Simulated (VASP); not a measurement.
Input of a VASP 6.6.1 run:

INCAR

```
SYSTEM = AlCo
PREC     = Accurate       ! precision mode
ENCUT    = 520            ! plane-wave cutoff, eV
EDIFF    = 1E-8           ! SCF threshold, eV
ISMEAR   = -1             ! smearing method
SIGMA    = 0.05           ! smearing width, eV
LREAL    = .FALSE.        ! projectors in reciprocal space
LASPH    = .TRUE.         ! aspherical terms in the spheres
NELM     = 80             ! most SCF steps
ALGO     = Normal         ! electronic algorithm
ISIF     = 2              ! what is computed and relaxed
LWAVE    = .FALSE.        ! write WAVECAR
LCHARG   = .FALSE.        ! write CHGCAR
NBANDS   = 13             ! bands
IBRION   = 8              ! ionic algorithm
NSW      = 1              ! ionic steps
```

Contents of KPOINTS:

```
regular mesh
0
G
  12 12 12
  0 0 0
```

The input POSCAR:

```
AlCo
1.0
    2.7939316971      0.0000000000      0.0000000000
    0.0000000000      2.7939316971      0.0000000000
    0.0000000000      0.0000000000      2.7939316971
Al Co
1 1
Direct
    0.0000000000      0.0000000000      0.0000000000
    0.5000000000      0.5000000000      0.5000000000
```

Potentials or basis: VASP PAW LDA potentials, release 64 (Al, Co).

Run with:

```bash
$ cat potpaw_LDA.64/Al/POTCAR potpaw_LDA.64/Co/POTCAR > POTCAR
$ mpirun -np 1 vasp_std > vasp.out
```

What does it give for the highest phonon frequency at Γ?

348 cm⁻¹.

Phonon frequencies in cm⁻¹ (negative: imaginary):
```tsv
q point	frequencies
(0.000, 0.000, 0.000)	0 0 0 348 348 348
```

Caveat: the run has no spin polarisation, though such a crystal can be magnetic. Spin polarisation is off, so any magnetic state and its effect on volume and gap are missing.
